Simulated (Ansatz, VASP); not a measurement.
# Ba in VASP and in Ansatz

The input INCAR:

```
PREC = Accurate ; ENCUT = 520
EDIFF = 1E-7 ; ISMEAR = -1
SIGMA = 0.1 ; LREAL = False
LASPH = True ; NELM = 60
ALGO = Normal ; ISIF = 2
LWAVE = False ; LCHARG = False
GGA = PE ; NBANDS = 11
```

The input KPOINTS:

```
Automatic mesh
0
Gamma
  13 13 13
```

The input POSCAR:

```
Ba
1.0
   -2.5124914082      2.5124914082      2.5124914082
    2.5124914082     -2.5124914082      2.5124914082
    2.5124914082      2.5124914082     -2.5124914082
Ba
1
Direct
    0.0000000000      0.0000000000      0.0000000000
```

Input for Ansatz:

```yaml
crystal:
  lattice:
    - [-2.5124914082, 2.5124914082, 2.5124914082]
    - [2.5124914082, -2.5124914082, 2.5124914082]
    - [2.5124914082, 2.5124914082, -2.5124914082]
  atoms:
    - { symbol: Ba, position: [0.0, 0.0, 0.0] }
hamiltonian:
  xc: pbe
  pseudopotentials:
    kind: paw
    azcp:
      Ba: "pseudopotentials/Ba.paw.azcp"
basis:
  ecutwfc: 420
  fft_grid_basis: typed
kpoints:
  mp_grid: { grid: [13, 13, 13], shift: [0, 0, 0] }
magnetization:
  spin_polarized: false
scf:
  occupations: { method: fermi_dirac, width: 0.1 }
  lower_state_search: "off"
output:
  stress: true
```

Alike in both runs: task single point; functional PBE; k mesh 13 × 13 × 13; occupations fermi-dirac, width 0.1 eV; no spin polarisation.

|  | VASP | Ansatz |
| --- | --- | --- |
| version | VASP 6.6.1 | Ansatz 0.2.0 |
| potentials or method | VASP PAW PBE potentials, release 64 (Ba_sv), cutoff 520 eV | plane waves (420 eV) with PAW, scalar-relativistic |
| valence electrons in the cell | 10 | 10 |

```tsv
	VASP	Ansatz	Ansatz less VASP
pressure (GPa)	0.0	0.0	-0.05
```

Neither program's run includes spin-orbit coupling.
